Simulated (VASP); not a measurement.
# In2O3 (Ia-3) in VASP: single point with LDA

Aim: the single point of In2O3 with LDA.

All numbers are computed with VASP 6.6.1; they aren't measurements. Logs are shortened: lines on timing, memory, paths and dates and some standing lists are left out, and cuts for length are marked.

## 1. The cell of the first run

It takes space group Ia-3 (No. 206, cubic). Conventional cell: a = 10.117 Å, b = 10.117 Å, c = 10.117 Å, α = 90.00°, β = 90.00°, γ = 90.00°. Within 2.9 Å of In (site symmetry -3) lie 6 O at 2.16 Å. Within 2.8 Å of In (site symmetry 2) lie 6 O at 2.13 to 2.25 Å. Within 3.0 Å of O (site symmetry 1) lie 4 In at 2.13 to 2.25 Å and 5 O at 2.80 to 2.91 Å.

## 2. Single point, LDA

Input file INCAR:

```
SYSTEM = In2O3
ALGO     = Normal         ! electronic algorithm
EDIFF    = 1E-6           ! SCF threshold, eV
ENCUT    = 520            ! plane-wave cutoff, eV
GGA      = CA             ! functional
ISIF     = 2              ! what is computed and relaxed
ISMEAR   = 0              ! smearing method
LASPH    = .TRUE.         ! aspherical terms in the spheres
LCHARG   = .FALSE.        ! write CHGCAR
LREAL    = Auto         
LWAVE    = .FALSE.        ! write WAVECAR
NBANDS   = 202            ! bands
NELM     = 60             ! most SCF steps
PREC     = Accurate       ! precision mode
SIGMA    = 0.01           ! smearing width, eV
```

Input file KPOINTS:

```
k-points
0
G
  3 3 3
  0 0 0
```

Input file POSCAR:

```
In2O3
1.0
   -5.0585000000      5.0585000000      5.0585000000
    5.0585000000     -5.0585000000      5.0585000000
    5.0585000000      5.0585000000     -5.0585000000
In O
16 24
Direct
    0.5000000000      0.5000000000      0.5000000000
    0.5000000000      0.0000000000      0.0000000000
    0.0000000000      0.5000000000      0.0000000000
    0.0000000000      0.0000000000      0.5000000000
    0.2500000000      0.7163000000      0.4663000000
    0.7500000000      0.7837000000      0.0337000000
    0.4663000000      0.2500000000      0.7163000000
    0.0337000000      0.7500000000      0.7837000000
    0.7163000000      0.4663000000      0.2500000000
    0.7837000000      0.0337000000      0.7500000000
    0.7500000000      0.2837000000      0.5337000000
    0.2500000000      0.2163000000      0.9663000000
    0.5337000000      0.7500000000      0.2837000000
    0.9663000000      0.2500000000      0.2163000000
    0.2837000000      0.5337000000      0.7500000000
    0.2163000000      0.9663000000      0.2500000000
    0.5354000000      0.7708000000      0.5470000000
    0.7238000000      0.9884000000      0.9530000000
    0.9646000000      0.5116000000      0.2354000000
    0.7762000000      0.7292000000      0.2646000000
    0.5470000000      0.5354000000      0.7708000000
    0.9530000000      0.7238000000      0.9884000000
    0.2354000000      0.9646000000      0.5116000000
    0.2646000000      0.7762000000      0.7292000000
    0.7708000000      0.5470000000      0.5354000000
    0.9884000000      0.9530000000      0.7238000000
    0.5116000000      0.2354000000      0.9646000000
    0.7292000000      0.2646000000      0.7762000000
    0.4646000000      0.2292000000      0.4530000000
    0.2762000000      0.0116000000      0.0470000000
    0.0354000000      0.4884000000      0.7646000000
    0.2238000000      0.2708000000      0.7354000000
    0.4530000000      0.4646000000      0.2292000000
    0.0470000000      0.2762000000      0.0116000000
    0.7646000000      0.0354000000      0.4884000000
    0.7354000000      0.2238000000      0.2708000000
    0.2292000000      0.4530000000      0.4646000000
    0.0116000000      0.0470000000      0.2762000000
    0.4884000000      0.7646000000      0.0354000000
    0.2708000000      0.7354000000      0.2238000000
```

Potentials or basis: VASP PAW LDA potentials, release 64 (In_d, O).

Launch:

```sh
cat potpaw_LDA.64/In_d/POTCAR potpaw_LDA.64/O/POTCAR > POTCAR
mpirun -np 1 vasp_std > vasp.out
```

OUTCAR:

```text
SYSTEM = In2O3
   EDIFF = 1E-6
   ENCUT = 520
   GGA = CA
   ISIF = 2
   ISMEAR = 0
   LASPH = .TRUE.
   LREAL = Auto
   NELM = 60
   PREC = Accurate

 ion  position               nearest neighbor table
   1  0.500  0.500  0.500-  17 2.16  21 2.16  25 2.16  29 2.16  33 2.16  37 2.16   5 3.34   7 3.34
                             9 3.34  11 3.34  13 3.34  15 3.34   8 3.83  10 3.83   6 3.83  12 3.83
   2  0.500  0.000  0.000-  18 2.16  30 2.16  27 2.16  39 2.16  36 2.16  24 2.16   6 3.34   8 3.34
                             9 3.34  12 3.34  14 3.34  15 3.34  13 3.83   7 3.83  10 3.83  16 3.83
   3  0.000  0.500  0.000-  22 2.16  34 2.16  31 2.16  19 2.16  28 2.16  40 2.16   5 3.34   8 3.34
                            10 3.34  11 3.34  14 3.34  16 3.34  12 3.83   9 3.83  15 3.83   6 3.83
   4  0.000  0.000  0.500-  26 2.16  38 2.16  20 2.16  32 2.16  35 2.16  23 2.16   6 3.34   7 3.34
                            10 3.34  12 3.34  13 3.34  16 3.34   5 3.83   8 3.83  14 3.83  15 3.83
   5  0.250  0.716  0.466-  23 2.13  24 2.13  19 2.19  17 2.19  37 2.25  40 2.25   1 3.34   3 3.34
                            15 3.36  14 3.36  13 3.36  16 3.36   2 3.83   4 3.83   7 3.84   8 3.84
   6  0.750  0.784  0.034-  21 2.13  22 2.13  18 2.19  20 2.19  38 2.25  39 2.25   2 3.34   4 3.34
                            16 3.36  14 3.36  15 3.36  13 3.36   3 3.83   1 3.83   7 3.84   8 3.84
   7  0.466  0.250  0.716-  27 2.13  28 2.13  23 2.19  21 2.19  29 2.25  32 2.25   1 3.34   4 3.34
                            15 3.36  16 3.36  11 3.36  12 3.36   2 3.83   3 3.83   6 3.84   9 3.84
   8  0.034  0.750  0.784-  25 2.13  26 2.13  22 2.19  24 2.19  30 2.25  31 2.25   2 3.34   3 3.34
                            15 3.36  16 3.36  11 3.36  12 3.36   4 3.83   1 3.83   9 3.84  10 3.84
   9  0.716  0.466  0.250-  19 2.13  20 2.13  27 2.19  25 2.19  33 2.25  36 2.25   1 3.34   2 3.34
[... 37 lines left out ...]
  39  0.488  0.765  0.035-  13 2.13   2 2.16  15 2.19   6 2.25
  40  0.271  0.735  0.224-  13 2.13   3 2.16  16 2.19   5 2.25

  LATTYP: Found a body centered cubic cell.
 ALAT       =    10.1170000000

  Lattice vectors:

 A1 = (  -5.0585000000,   5.0585000000,   5.0585000000)
 A2 = (   5.0585000000,  -5.0585000000,   5.0585000000)
 A3 = (   5.0585000000,   5.0585000000,  -5.0585000000)

Analysis of symmetry for initial positions (statically):
=====================================================================
 Subroutine PRICEL returns:
 Original cell was already a primitive cell.

 Routine SETGRP: Setting up the symmetry group for a
 body centered cubic supercell.

 Subroutine GETGRP returns: Found 24 space group operations
 (whereof  6 operations were pure point group operations)
 out of a pool of 48 trial point group operations.

The static configuration has the point symmetry S_6 .
 The point group associated with its full space group is T_h .

Analysis of symmetry for dynamics (positions and initial velocities):
=====================================================================
 Subroutine PRICEL returns:
 Original cell was already a primitive cell.

 Routine SETGRP: Setting up the symmetry group for a
 body centered cubic supercell.

 Subroutine GETGRP returns: Found 24 space group operations
 (whereof  6 operations were pure point group operations)
 out of a pool of 48 trial point group operations.

The dynamic configuration has the point symmetry S_6 .
 The point group associated with its full space group is T_h .

 Subroutine INISYM returns: Found 24 space group operations
 (whereof  6 operations are pure point group operations),
 and found     1 'primitive' translations

----------------------------------------------------------------------------------------

                                     Primitive cell

  volume of cell :     517.7561

  direct lattice vectors                    reciprocal lattice vectors
    -5.058500000  5.058500000  5.058500000     0.000000000  0.098843531  0.098843531
     5.058500000 -5.058500000  5.058500000     0.098843531  0.000000000  0.098843531
     5.058500000  5.058500000 -5.058500000     0.098843531  0.098843531  0.000000000

  length of vectors
     8.761579010  8.761579010  8.761579010     0.139785862  0.139785862  0.139785862

  position of ions in fractional coordinates (direct lattice)
     0.500000000  0.500000000  0.500000000
     0.500000000  0.000000000  0.000000000
     0.000000000  0.500000000  0.000000000
     0.000000000  0.000000000  0.500000000
     0.250000000  0.716300000  0.466300000
     0.750000000  0.783700000  0.033700000
[... 32 lines left out ...]
     0.488400000  0.764600000  0.035400000
     0.270800000  0.735400000  0.223800000

  ion indices of the primitive-cell ions
   primitive index   ion index
                 1           1
                 2           2
                 3           3
                 4           4
                 5           5
                 6           6
[... 32 lines left out ...]
                39          39
                40          40

----------------------------------------------------------------------------------------

 KPOINTS: k-points

Automatic generation of k-mesh.
 Grid dimensions read from file:
 generate k-points for:    3    3    3

 Generating k-lattice:

  Cartesian coordinates                     Fractional coordinates (reciprocal lattice)
     0.000000000  0.032947844  0.032947844     0.333333333  0.000000000  0.000000000
     0.032947844  0.000000000  0.032947844     0.000000000  0.333333333  0.000000000
     0.032947844  0.032947844  0.000000000     0.000000000  0.000000000  0.333333333

  Length of vectors
     0.046595287  0.046595287  0.046595287

  Shift w.r.t. Gamma in fractional coordinates (k-lattice)
     0.000000000  0.000000000  0.000000000

 Subroutine IBZKPT returns following result:
 ===========================================

 Found      4 irreducible k-points:

 Following reciprocal coordinates:
            Coordinates               Weight
  0.000000  0.000000  0.000000      1.000000
  0.333333  0.000000  0.000000     12.000000
  0.333333  0.333333  0.000000      8.000000
 -0.333333  0.333333  0.333333      6.000000
   k-points           NKPTS =      4   k-points in BZ     NKDIM =      4   number of bands    NBANDS=    202
   number of dos      NEDOS =    301   number of ions     NIONS =     40
   total plane-waves  NPLWV = 343000
   dimension x,y,z NGX =    70 NGY =   70 NGZ =   70
   dimension x,y,z NGXF=   140 NGYF=  140 NGZF=  140
   ions per type =              16  24
   NGX,Y,Z   is equivalent  to a cutoff of  13.28, 13.28, 13.28 a.u.
   NGXF,Y,Z  is equivalent  to a cutoff of  26.56, 26.56, 26.56 a.u.
 SYSTEM =  In2O3
   PREC   = accura    normal or accurate (medium, high low for compatibility)
   ISTART =      0    job   : 0-new  1-cont  2-samecut
   ICHARG =      2    charge: 1-file 2-atom 10-const
   ISPIN  =      1    spin polarized calculation?
   LNONCOLLINEAR =      F non collinear calculations
   LSORBIT =      F    spin-orbit coupling
   LASPH  =      T    aspherical Exc in radial PAW
   ENCUT  =  520.0 eV  38.22 Ry    6.18 a.u.  16.29 16.29 16.29*2*pi/ulx,y,z
   NELM   =     60;   NELMIN=  2; NELMDL= -5     # of ELM steps
   EDIFF  = 0.1E-05   stopping-criterion for ELM
   LREAL  =      T    real-space projection
   EDIFFG = 0.1E-04   stopping-criterion for IOM
   NSW    =      0    number of steps for IOM
   IBRION =     -1    ionic relax: 0-MD 1-quasi-New 2-CG
   NFREE  =      0    steps in history (QN), initial steepest desc. (CG)
   ISIF   =      2    stress and relaxation
   ISYM   =      2    0-nonsym 1-usesym 2-fastsym
   POTIM  = 0.5000    time-step for ionic-motion
   TEBEG  =    0.0;   TEEND  =   0.0 temperature during run
   PSTRESS=    0.0 pullay stress
   NELECT =     352.0000    total number of electrons
   NUPDOWN=      -1.0000    fix difference up-down
   EMIN   =  10.00;   EMAX   =-10.00  energy-range for DOS
   EFERMI =   0.00;   METHOD = LEGACY
   ISMEAR =     0;   SIGMA  =   0.01  broadening in eV -4-tet -1-fermi 0-gaus
   EFERMI_NEDOS =   21; number of points for ismear=-14 and -15
   IALGO  =     38    algorithm
   IMIX   =      4    mixing-type and parameters
     AMIX     =   0.40;   BMIX     =  1.00
     AMIX_MAG =   1.60;   BMIX_MAG =  1.00
  volume/ion in A,a.u.               =      12.94        87.35
  Fermi-wavevector in a.u.,A,eV,Ry     =   1.439508  2.720275 28.193750  2.072182
  Thomas-Fermi vector in A             =   2.558355
   LORBIT       =      0    0 simple, 1 ext, 2 COOP (PROOUT), +10 PAW based schemes
   GGA     = CA    functional components
   LHFCALC =     F    Hartree Fock is set to
   AEXX    =    0.0000 exact exchange contribution
   IVDW    =     0    specifies the selected vdW correction
   LEPSILON=     F    determine dielectric tensor
   LRPA    =     F    only Hartree local field effects (RPA)
 non-spin polarized calculation
 Gauss-broadening in eV      SIGMA  =   0.01
  energy-cutoff  :      520.00
  volume of cell :      517.76
 maximum number of plane-waves:     13936
 NGX is ok and might be reduce to    70
   NGX = 33   NGY = 33   NGZ = 33

 number of electron     352.0000043 magnetization

 Free energy of the ion-electron system (eV)
  ---------------------------------------------------
  ext. energy  EPLUGINS =         0.00000000
  ---------------------------------------------------
  free energy    TOTEN  =      -255.45082559 eV

  energy without entropy =     -255.45082559  energy(sigma->0) =     -255.45082559

 E-fermi :   5.3056     XC(G=0): -11.5618

 val. band max:        5.2005927743   @ k =   0.0000   0.0000   0.0000
 cond. band min:       6.2923196229   @ k =   0.0000   0.0000   0.0000
 fundamental gap:      1.0917268486
 Fermi energy:         5.3055617508

 k-point     1 :       0.0000    0.0000    0.0000
  band No.  band energies     occupation
      1     -12.3713      2.00000
      2     -11.7126      2.00000
      3     -11.7126      2.00000
      4     -11.6629      2.00000
      5     -11.6629      2.00000
      6     -11.6629      2.00000
[... 753 lines left out ...]
    187      11.4534      0.00000
    188      11.5741      0.00000
 [bands above 188 left out]

------------------------ aborting loop because EDIFF is reached ----------------------------------------

  FORCE on cell =-STRESS in cart. coord.  units (eV):
  Direction    XX          YY          ZZ          XY          YZ          ZX
  --------------------------------------------------------------------------------------
  -------------------------------------------------------------------------------------
  Total       -8.4408967     -8.4408967     -8.4408967     -0.0000000      0.0000000     -0.0000000
  in kB      -26.1200445    -26.1200445    -26.1200445     -0.0000000      0.0000000     -0.0000000
  external PRESSURE =     -26.1200445 kB  Pullay stress =       0.0000000 kB

 VOLUME and BASIS-vectors are now :
 -----------------------------------------------------------------------------
  energy-cutoff  :      520.00
  volume of cell :      517.76
      direct lattice vectors                 reciprocal lattice vectors
    -5.058500000  5.058500000  5.058500000     0.000000000  0.098843531  0.098843531
     5.058500000 -5.058500000  5.058500000     0.098843531  0.000000000  0.098843531
     5.058500000  5.058500000 -5.058500000     0.098843531  0.098843531  0.000000000

 POSITION                                       TOTAL-FORCE (eV/Angst)
 -----------------------------------------------------------------------------------
      2.52925      2.52925      2.52925         0.000000     -0.000000      0.000000
     -2.52925      2.52925      2.52925         0.000000     -0.000000      0.000000
      2.52925     -2.52925      2.52925        -0.000000     -0.000000      0.000000
      2.52925      2.52925     -2.52925         0.000000     -0.000000      0.000000
      4.71756      0.00000      2.52925         0.005199     -0.000000      0.000000
      0.34094      0.00000      7.58775        -0.005199     -0.000000      0.000000
[... 32 lines left out ...]
      1.57623     -1.21809      6.15923        -0.254488      0.266030      0.013769
      3.48227     -1.21809      3.95777         0.254488      0.266030     -0.013769
 -----------------------------------------------------------------------------------
    total drift:                                0.000000      0.000000      0.000000

  FREE ENERGIE OF THE ION-ELECTRON SYSTEM (eV)
  ---------------------------------------------------
  free  energy   TOTEN  =      -255.4508255880 eV

  energy  without entropy=     -255.4508255880  energy(sigma->0) =     -255.45082559
```

Wall time 33 min (1 thread of Intel Xeon 8259CL, shared host); peak memory 0.64 GiB.

What came out:

* Free energy: -255.4508 eV
* Pressure: -2.6 GPa
* Largest force: 0.368 eV/Å
* Band gap on the k mesh: 1.09 eV

Forces on the atoms (eV/Å):
```
In   0.000  0.000  0.000
In   0.000  0.000  0.000
In   0.000  0.000  0.000
In   0.000  0.000  0.000
In   0.005  0.000  0.000
In  -0.005  0.000  0.000
In   0.000  0.005  0.000
In   0.000 -0.005  0.000
In   0.000  0.000  0.005
In   0.000  0.000 -0.005
In  -0.005  0.000  0.000
In   0.005  0.000  0.000
In   0.000 -0.005  0.000
In   0.000  0.005  0.000
In   0.000  0.000 -0.005
In   0.000  0.000  0.005
O   -0.014 -0.254  0.266
O    0.014  0.254  0.266
O   -0.014  0.254 -0.266
O    0.014 -0.254 -0.266
O    0.266 -0.014 -0.254
O    0.266  0.014  0.254
O   -0.266 -0.014  0.254
O   -0.266  0.014 -0.254
O   -0.254  0.266 -0.014
O    0.254  0.266  0.014
O    0.254 -0.266 -0.014
O   -0.254 -0.266  0.014
O    0.014  0.254 -0.266
O   -0.014 -0.254 -0.266
O    0.014 -0.254  0.266
O   -0.014  0.254  0.266
O   -0.266  0.014  0.254
O   -0.266 -0.014 -0.254
O    0.266  0.014 -0.254
O    0.266 -0.014  0.254
O    0.254 -0.266  0.014
O   -0.254 -0.266 -0.014
O   -0.254  0.266  0.014
O    0.254  0.266 -0.014
```

Caveat: spin-orbit coupling is left out, which moves the levels of the heavy elements. As with any semilocal functional, this LDA gap is likely too small.
